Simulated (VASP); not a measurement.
A run of VASP 6.6.1:

Contents of INCAR:

```
SYSTEM = Sn
  PREC = Accurate
  ENCUT = 520
  EDIFF = 1E-7
  ISMEAR = -1
  SIGMA = 0.05
  LREAL = .False.
  LASPH = .True.
  NELM = 80
  ALGO = Normal
  ISIF = 2
  LWAVE = .False.
  LCHARG = .True.
  GGA = CA
  LELF = .True.
  LVHAR = .True.
  NBANDS = 28
```

The input KPOINTS:

```
regular mesh
0
Gamma
  7 7 10
  0 0 0
```

File POSCAR:

```
Sn
1.0
    5.0756522606      0.0000000000      0.0000000000
   -2.5378261303      4.3956437985      0.0000000000
    0.0000000000      0.0000000000      3.0709696631
Sn
3
Direct
    0.0000000000      0.0000000000      0.0000000000
    0.3333333333      0.6666666667      0.5000000000
    0.6666666667      0.3333333333      0.5000000000
```

Potentials or basis: VASP PAW LDA potentials, release 64 (Sn_d).

The run is started by

```sh
$ cat potpaw_LDA.64/Sn_d/POTCAR > POTCAR
$ mpirun -np 1 vasp_std > vasp.out
```

Hardware: 1 thread of Intel(R) Xeon(R) 6975P-C (Granite Rapids) (shared host).

Question: How long does it take, and how much memory?

Answer: It took 29 s on 1 thread of Intel(R) Xeon(R) 6975P-C (Granite Rapids), with other jobs on the host, peak memory 0.19 GiB. Counts: scf iterations 13, k points 48.
